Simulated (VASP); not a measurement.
# Ag (Fm-3m) in VASP: further runs, part 3 of 3

VASP 6.6.1. The steps go on from the part before.

## Step 5: Relaxation of cell and atoms, LDA

Contents of INCAR:

```
PREC = Accurate ; ENCUT = 600
EDIFF = 1E-7 ; ISMEAR = -1
SIGMA = 0.15 ; LREAL = False
LASPH = True ; NELM = 100
ALGO = Normal ; ISIF = 3
LWAVE = False ; LCHARG = False
GGA = CA ; IBRION = 2
NSW = 80 ; EDIFFG = -0.001
```

Contents of KPOINTS:

```
Automatic mesh
0
Gamma
  20 20 20
```

Contents of POSCAR:

```
Ag
1.0
    0.0000000000      2.0008656687      2.0008656687
    2.0008656687      0.0000000000      2.0008656687
    2.0008656687      2.0008656687      0.0000000000
Ag
1
Direct
    0.0000000000      0.0000000000      0.0000000000
```

Potentials or basis: VASP PAW LDA potentials, release 64 (Ag).

Started as:

```
$ cat potpaw_LDA.64/Ag/POTCAR > POTCAR
$ mpirun -np 1 vasp_std > vasp.out
```

OUTCAR:

```text
PREC = Accurate
   ENCUT = 600
   EDIFF = 1E-7
   ISMEAR = -1
   LREAL = False
   LASPH = True
   NELM = 100
   ISIF = 3
   GGA = CA
   IBRION = 2
   NSW = 80
   EDIFFG = -0.001

 ion  position               nearest neighbor table
   1  0.000  0.000  0.000-

  LATTYP: Found a face centered cubic cell.
 ALAT       =     4.0017313374

  Lattice vectors:

 A1 = (   0.0000000000,   2.0008656687,   2.0008656687)
 A2 = (   2.0008656687,   0.0000000000,   2.0008656687)
 A3 = (   2.0008656687,   2.0008656687,   0.0000000000)

Analysis of symmetry for initial positions (statically):
=====================================================================
 Subroutine PRICEL returns:
 Original cell was already a primitive cell.

 Routine SETGRP: Setting up the symmetry group for a
 face centered cubic supercell.

 Subroutine GETGRP returns: Found 48 space group operations
 (whereof 48 operations were pure point group operations)
 out of a pool of 48 trial point group operations.

The static configuration has the point symmetry O_h .

Analysis of symmetry for dynamics (positions and initial velocities):
=====================================================================
 Subroutine PRICEL returns:
 Original cell was already a primitive cell.

 Routine SETGRP: Setting up the symmetry group for a
 face centered cubic supercell.

 Subroutine GETGRP returns: Found 48 space group operations
 (whereof 48 operations were pure point group operations)
 out of a pool of 48 trial point group operations.

The dynamic configuration has the point symmetry O_h .

 Subroutine INISYM returns: Found 48 space group operations
 (whereof 48 operations are pure point group operations),
 and found     1 'primitive' translations

----------------------------------------------------------------------------------------

                                     Primitive cell

  volume of cell :      16.0208

  direct lattice vectors                    reciprocal lattice vectors
     0.000000000  2.000865669  2.000865669    -0.249891838  0.249891838  0.249891838
     2.000865669  0.000000000  2.000865669     0.249891838 -0.249891838  0.249891838
     2.000865669  2.000865669  0.000000000     0.249891838  0.249891838 -0.249891838

  length of vectors
     2.829651365  2.829651365  2.829651365     0.432825360  0.432825360  0.432825360

  position of ions in fractional coordinates (direct lattice)
     0.000000000  0.000000000  0.000000000

  ion indices of the primitive-cell ions
   primitive index   ion index
                 1           1

----------------------------------------------------------------------------------------

 KPOINTS: Automatic mesh

Automatic generation of k-mesh.
 Grid dimensions read from file:
 generate k-points for:   20   20   20

 Generating k-lattice:

  Cartesian coordinates                     Fractional coordinates (reciprocal lattice)
    -0.012494592  0.012494592  0.012494592     0.050000000  0.000000000  0.000000000
     0.012494592 -0.012494592  0.012494592     0.000000000  0.050000000  0.000000000
     0.012494592  0.012494592 -0.012494592     0.000000000  0.000000000  0.050000000

  Length of vectors
     0.021641268  0.021641268  0.021641268

  Shift w.r.t. Gamma in fractional coordinates (k-lattice)
     0.000000000  0.000000000  0.000000000

 Subroutine IBZKPT returns following result:
 ===========================================

 Found    256 irreducible k-points:

 Following reciprocal coordinates:
            Coordinates               Weight
  0.000000  0.000000  0.000000      1.000000
  0.050000  0.000000  0.000000      8.000000
  0.100000  0.000000  0.000000      8.000000
  0.150000  0.000000  0.000000      8.000000
  0.200000  0.000000  0.000000      8.000000
  0.250000  0.000000  0.000000      8.000000
[... 16 lines left out ...]
 -0.400000  0.050000  0.000000     24.000000
 -0.350000  0.050000  0.000000     24.000000
 [... further k-points ...]
   k-points           NKPTS =    256   k-points in BZ     NKDIM =    256   number of bands    NBANDS=      9
   number of dos      NEDOS =    301   number of ions     NIONS =      1
   total plane-waves  NPLWV =  13824
   dimension x,y,z NGX =    24 NGY =   24 NGZ =   24
   dimension x,y,z NGXF=    48 NGYF=   48 NGZF=   48
   ions per type =               1
   NGX,Y,Z   is equivalent  to a cutoff of  14.10, 14.10, 14.10 a.u.
   NGXF,Y,Z  is equivalent  to a cutoff of  28.20, 28.20, 28.20 a.u.
 SYSTEM =  unknown system
   PREC   = accura    normal or accurate (medium, high low for compatibility)
   ISTART =      0    job   : 0-new  1-cont  2-samecut
   ICHARG =      2    charge: 1-file 2-atom 10-const
   ISPIN  =      1    spin polarized calculation?
   LNONCOLLINEAR =      F non collinear calculations
   LSORBIT =      F    spin-orbit coupling
   LASPH  =      T    aspherical Exc in radial PAW
   ENCUT  =  600.0 eV  44.10 Ry    6.64 a.u.   5.65  5.65  5.65*2*pi/ulx,y,z
   NELM   =    100;   NELMIN=  2; NELMDL= -5     # of ELM steps
   EDIFF  = 0.1E-06   stopping-criterion for ELM
   LREAL  =      F    real-space projection
   EDIFFG = -.1E-02   stopping-criterion for IOM
   NSW    =     80    number of steps for IOM
   IBRION =      2    ionic relax: 0-MD 1-quasi-New 2-CG
   NFREE  =      1    steps in history (QN), initial steepest desc. (CG)
   ISIF   =      3    stress and relaxation
   ISYM   =      2    0-nonsym 1-usesym 2-fastsym
   POTIM  = 0.5000    time-step for ionic-motion
   TEBEG  =    0.0;   TEEND  =   0.0 temperature during run
   PSTRESS=    0.0 pullay stress
   NELECT =      11.0000    total number of electrons
   NUPDOWN=      -1.0000    fix difference up-down
   EMIN   =  10.00;   EMAX   =-10.00  energy-range for DOS
   EFERMI =   0.00;   METHOD = LEGACY
   ISMEAR =    -1;   SIGMA  =   0.15  broadening in eV -4-tet -1-fermi 0-gaus
   EFERMI_NEDOS =   21; number of points for ismear=-14 and -15
   IALGO  =     38    algorithm
   IMIX   =      4    mixing-type and parameters
     AMIX     =   0.40;   BMIX     =  1.00
     AMIX_MAG =   1.60;   BMIX_MAG =  1.00
  volume/ion in A,a.u.               =      16.02       108.11
  Fermi-wavevector in a.u.,A,eV,Ry     =   1.444257  2.729250 28.380094  2.085878
  Thomas-Fermi vector in A             =   2.562572
   LORBIT       =      0    0 simple, 1 ext, 2 COOP (PROOUT), +10 PAW based schemes
   GGA     = CA    functional components
   LHFCALC =     F    Hartree Fock is set to
   AEXX    =    0.0000 exact exchange contribution
   IVDW    =     0    specifies the selected vdW correction
   LEPSILON=     F    determine dielectric tensor
   LRPA    =     F    only Hartree local field effects (RPA)
 conjugate gradient relaxation of ions
 non-spin polarized calculation
  energy-cutoff  :      600.00
  volume of cell :       16.02
 maximum number of plane-waves:       548
   NGX = 11   NGY = 11   NGZ = 11

--------------------------------------- Ionic step        1  -------------------------------------------

 number of electron      11.0000002 magnetization

 Free energy of the ion-electron system (eV)
  ---------------------------------------------------
  ext. energy  EPLUGINS =         0.00000000
  ---------------------------------------------------
  free energy    TOTEN  =        -3.79219447 eV

  energy without entropy =       -3.77466676  energy(sigma->0) =       -3.78343061

------------------------ aborting loop because EDIFF is reached ----------------------------------------

  FORCE on cell =-STRESS in cart. coord.  units (eV):
  Direction    XX          YY          ZZ          XY          YZ          ZX
  --------------------------------------------------------------------------------------
  -------------------------------------------------------------------------------------
  Total        0.0107340      0.0107340      0.0107340     -0.0000000      0.0000000     -0.0000000
  in kB        1.0734637      1.0734637      1.0734637     -0.0000000      0.0000000     -0.0000000
  external PRESSURE =       1.0734637 kB  Pullay stress =       0.0000000 kB
[... 57 lines left out ...]
--------------------------------------- Ionic step        3  -------------------------------------------

 number of electron      11.0000002 magnetization

 Free energy of the ion-electron system (eV)
  ---------------------------------------------------
  ext. energy  EPLUGINS =         0.00000000
  ---------------------------------------------------
  free energy    TOTEN  =        -3.79219883 eV

  energy without entropy =       -3.77466481  energy(sigma->0) =       -3.78343182

 E-fermi :   9.0654     XC(G=0): -12.9489

 val. band max:        9.0328811598   @ k =   0.5000   0.3500   0.1500
 cond. band min:       9.0729537876   @ k =   0.5000   0.1000   0.0000
 fundamental gap:      0.0400726278
 Fermi energy:         9.0653934477

 k-point     1 :       0.0000    0.0000    0.0000
  band No.  band energies     occupation
      1       0.7503      2.00000
      2       4.0340      2.00000
      3       4.0340      2.00000
      4       4.0340      2.00000
      5       5.2091      2.00000
      6       5.2091      2.00000
      7      25.1777      0.00000
      8      29.0507      0.00000
      9      29.0507      0.00000
[... 265 lines left out ...]
 k-point    24 :      -0.3500    0.0500    0.0000
  band No.  band energies     occupation
      1       2.3899      2.00000
      2       4.0949      2.00000
      3       4.1413      2.00000
      4       5.4915      2.00000
      5       5.7034      2.00000
      6       6.6316      2.00000
      7      16.2113      0.00000
      8      24.8516      0.00000
      9      27.1489      0.00000

 [... further k-points ...]
[... 5 lines left out ...]
  --------------------------------------------------------------------------------------
  -------------------------------------------------------------------------------------
  Total       -0.0003545     -0.0003545     -0.0003545      0.0000000      0.0000000      0.0000000
  in kB       -0.0354240     -0.0354240     -0.0354240      0.0000000      0.0000000      0.0000000
  external PRESSURE =      -0.0354240 kB  Pullay stress =       0.0000000 kB
[... 16 lines left out ...]
  FREE ENERGIE OF THE ION-ELECTRON SYSTEM (eV)
  ---------------------------------------------------
  free  energy   TOTEN  =        -3.7921988316 eV

  energy  without entropy=       -3.7746648055  energy(sigma->0) =       -3.78343182

 reached required accuracy - stopping structural energy minimisation
```

OSZICAR:

```text
N       E                     dE             d eps       ncg     rms          rms(c)
DAV:   1     0.497676009141E+02    0.49768E+02   -0.63296E+03  4656   0.126E+03
DAV:   2    -0.366167438140E+01   -0.53429E+02   -0.51292E+02  4712   0.226E+02
[... 16 lines left out ...]
   2 F= -.37921948E+01 E0= -.37834248E+01  d E =-.354938E-06
       N       E                     dE             d eps       ncg     rms          rms(c)
DAV:   1    -0.379228915560E+01   -0.94341E-04   -0.17050E-03  4680   0.516E-01    0.604E-02
DAV:   2    -0.379220145152E+01    0.87704E-04   -0.39409E-04  4668   0.219E-01    0.194E-02
DAV:   3    -0.379219938846E+01    0.20631E-05   -0.44451E-06  4755   0.214E-02    0.126E-02
DAV:   4    -0.379219883068E+01    0.55778E-06   -0.77813E-07  4857   0.797E-03    0.620E-04
DAV:   5    -0.379219883157E+01   -0.89017E-09   -0.69722E-09  2394   0.945E-04
   3 F= -.37921988E+01 E0= -.37834318E+01  d E =-.436596E-05
```

CONTCAR:

```text
Ag
   1.00000000000000
    -0.0000000000000000    2.0013863140574175    2.0013863140574175
     2.0013863140574175    0.0000000000000000    2.0013863140574175
     2.0013863140574175    2.0013863140574175    0.0000000000000000
  Ag
     1
Direct
     0.0000000000000000    0.0000000000000000    0.0000000000000000

  0.00000000E+00  0.00000000E+00  0.00000000E+00
```

It took 80 s on 1 thread of Intel Xeon Platinum 8259CL at 2.50GHz (Skylake/Cascade Lake), shared host; peak memory 0.17 GiB.

What came out:

```yaml
Free_energy: -3.7922 eV
Relaxed_volume: 16.03 Å³/atom
Relaxed_cell: a = 2.830 Å, b = 2.830 Å, c = 2.830 Å, α = 60.00°, β = 60.00°, γ = 60.00°
Space_group_after_relaxing_to_0.1_Å: Fm-3m (No. 225)
Energy_gained_by_relaxing: 0.0 meV/atom
Ionic_steps: 3
Pressure_after_relaxing: 0.0 GPa
Band_gap_on_the_k_mesh: zero (an odd number of electrons rules out a gap without spin polarisation)
```

Final structure:
```cif
data_structure
_symmetry_space_group_name_H-M 'P 1'
_symmetry_Int_Tables_number 1
_cell_length_a 2.8304
_cell_length_b 2.8304
_cell_length_c 2.8304
_cell_angle_alpha 60.000
_cell_angle_beta 60.000
_cell_angle_gamma 60.000
_cell_volume 16.03
loop_
_atom_site_label
_atom_site_type_symbol
_atom_site_fract_x
_atom_site_fract_y
_atom_site_fract_z
_atom_site_occupancy
Ag1 Ag 0.00000 0.00000 0.00000 1
```

Levels at points of the mesh, in eV from the Fermi level:
| k point | band 2 | band 3 | band 4 | band 5 | band 6 | band 7 | band 8 | band 9 |
| --- | --- | --- | --- | --- | --- | --- | --- | --- |
| (0.00, 0.00, 0.00) | -5.03 | -5.03 | -5.03 | -3.86 | -3.86 | 16.11 | 19.99 | 19.99 |
| (0.50, 0.00, 0.00) | -5.06 | -5.06 | -2.96 | -2.96 | -0.63 | 3.90 | 15.38 | 18.34 |
| (0.50, 0.50, 0.00) | -6.71 | -2.99 | -2.73 | -2.73 | 1.46 | 7.19 | 10.85 | 10.85 |

## Step 6: The runs side by side

| task | cell | k mesh | cutoff (eV) | smearing | gap on the mesh (eV) | pressure (GPa) | relaxed volume (Å³/atom) |
| --- | --- | --- | --- | --- | --- | --- | --- |
| single point | a = 2.829 Å, angles 60.0°, 1 atom | 20 × 20 × 20 | 520 | fermi-dirac 0.15 eV | none | 0.1 | - |
| single point | a = 2.848 Å, angles 60.0°, 1 atom | 20 × 20 × 20 | 520 | fermi-dirac 0.15 eV | none | -2.4 | - |
| relaxation of cell and atoms | relaxed from a = 2.889 Å, angles 60.0°, 1 atom | 18 × 18 × 18 | 600 | gaussian 0.1 eV | none | 0.0 | 16.04 |
| relaxation of cell and atoms | relaxed from a = 2.830 Å, angles 60.0°, 1 atom | 20 × 20 × 20 | 600 | fermi-dirac 0.15 eV | none | 0.0 | 16.03 |

Alike in all rows: level LDA; potentials or basis VASP PAW LDA potentials, release 64 (Ag); no spin polarisation.

Absolute energies hang on the potentials; compare differences alone.

The gap in the log of VASP goes by the Fermi energy; the results here count the filled bands.